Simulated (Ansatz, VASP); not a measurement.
CsI in VASP and in Ansatz

```xyz
2
Lattice="4.5667 0.0000 0.0000 0.0000 4.5667 0.0000 0.0000 0.0000 4.6352" Properties=species:S:1:pos:R:3 pbc="T T T"
Cs    0.0000    0.0000    0.0000
I     2.2833    2.2833    2.3176
```

Change from the starting cell: strain +0.0150 x Voigt [0, 0, 1, 0, 0, 0], atoms carried along.

Alike in both runs: task single point; functional PBE; k mesh 6 × 6 × 6; occupations gaussian, width 0.05 eV; no spin polarisation.

```csv
,VASP,Ansatz
version,VASP 6.6.1,Ansatz 0.2.0
potentials or method,"VASP PAW PBE potentials, release 64 (Cs_sv, I), cutoff 500 eV","scalar-relativistic, plane waves, PAW"
valence electrons in the cell,16,26
```

|  | VASP | Ansatz | Ansatz less VASP |
| --- | --- | --- | --- |
| gap on the k mesh at the Fermi level (eV) | 3.80 | 3.81 | +0.013 |
| least direct gap on the mesh (eV) | 3.89 | 3.90 | +0.010 |
| pressure (GPa) | 0.6 | 0.6 | -0.03 |
| traceless stress, the component that is largest in VASP (GPa) | -0.18 | -0.18 | 0.000 |

VASP's potentials hold 16 valence electrons a cell and Ansatz's 26, so a difference there can come from the potentials and not from the codes.

Neither program's run includes spin-orbit coupling.
